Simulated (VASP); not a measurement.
Hg, 2 atoms in the cell. It takes space group Fd-3m (No. 227, cubic). Conventional cell: a = 4.877 Å, b = 4.877 Å, c = 4.877 Å, α = 90.00°, β = 90.00°, γ = 90.00°. Hg (site symmetry -43m) has 4 Hg at 2.11 Å within 2.8 Å. 

```yaml
Program: VASP 6.6.1
Task: single point
Functional: PBEsol
Potentials_or_basis: VASP PAW PBE potentials, release 64 (Hg)
Cutoff: 520 eV
k_mesh: 12 × 12 × 12
Occupations: fermi-dirac, width 0.05 eV
Spin: no spin polarisation
Dipole_correction: no
k_mesh_for_the_DOS: 18 × 18 × 18
Occupations_for_the_DOS: tetrahedron
Further_INCAR_settings: ALGO = Normal; EDIFF = 1e-06
```

Potentials or basis: VASP PAW PBE potentials, release 64 (Hg).

Run with:

```bash
$ cat potpaw_PBE.64/Hg/POTCAR > POTCAR
$ cp INCAR.step1 INCAR
$ cp KPOINTS.step1 KPOINTS
$ mpirun -np 1 vasp_std > vasp.out
$ cp INCAR.step2 INCAR
$ cp KPOINTS.step2 KPOINTS
$ mpirun -np 1 vasp_std > vasp.out
```

Hardware: 1 thread of AMD EPYC 9R45 96-Core Processor (Zen 5), on a shared host.

Task: How long does it take, and how much memory?

Result: It took 48 s on 1 thread of AMD EPYC 9R45 96-Core Processor (Zen 5) (shared host), peak memory 0.18 GiB. Counts: k points 195.
